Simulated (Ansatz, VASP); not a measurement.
## Two plane-wave programs on CuAu

Contents of INCAR:

```
ALGO = Normal ; EDIFF = 1E-6
ENCUT = 520 ; GGA = PE
ISIF = 2 ; ISMEAR = 0
LASPH = T ; LCHARG = F
LREAL = F ; LWAVE = F
NBANDS = 18 ; NELM = 80
PREC = Accurate ; SIGMA = 0.05
```

File KPOINTS:

```
k-points
0
Gamma
  12 12 10
```

File POSCAR:

```
CuAu
1.0
    2.8107494552      0.0000000000      0.0000000000
    0.0000000000      2.8107494552      0.0000000000
    0.0000000000      0.0000000000      3.6850000000
Cu Au
1 1
Direct
    0.5000000000      0.5000000000      0.5000000000
    0.0000000000      0.0000000000      0.0000000000
```

Input for Ansatz:

```yaml
crystal:
  lattice:
    - [2.8107494552, 0.0, 0.0]
    - [0.0, 2.8107494552, 0.0]
    - [0.0, 0.0, 3.685]
  atoms:
    - { symbol: Cu, position: [0.5, 0.5, 0.5] }
    - { symbol: Au, position: [0.0, 0.0, 0.0] }
basis:
  ecutwfc: 420
  fft_grid_basis: typed
kpoints:
  mp_grid: { grid: [12, 12, 10] }
hamiltonian:
  xc: pbe
scf:
  occupations: { method: gaussian, width: 0.05 }
output:
  forces: true
  stress: true
  eigenvalues: true
  bader: true
  write_density: true
  volumetric_format: npy
  elf: true
```

Alike in both runs: task single point; functional PBE; k mesh 12 × 12 × 10; occupations gaussian, width 0.05 eV; no spin polarisation.

|  | VASP | Ansatz |
| --- | --- | --- |
| version | VASP 6.6.1 | Ansatz 0.2.0 |
| potentials or method | VASP PAW PBE potentials, release 64 (Cu, Au), cutoff 520 eV | scalar-relativistic, plane waves, PAW |
| valence electrons in the cell | 22 | 38 |

|  | VASP | Ansatz | Ansatz less VASP |
| --- | --- | --- | --- |
| gap on the k mesh at the Fermi level (eV) | none | none | - |
| pressure (GPa) | 4.6 | 4.7 | +0.11 |
| traceless stress, the component that is largest in VASP (GPa) | -1.48 | -1.52 | -0.037 |

A gap of «none» marks a metal or a gap that the smearing closes. VASP's potentials hold 22 valence electrons a cell and Ansatz's 38, so a difference there can come from the potentials and not from the codes.

Spin-orbit coupling is off throughout.
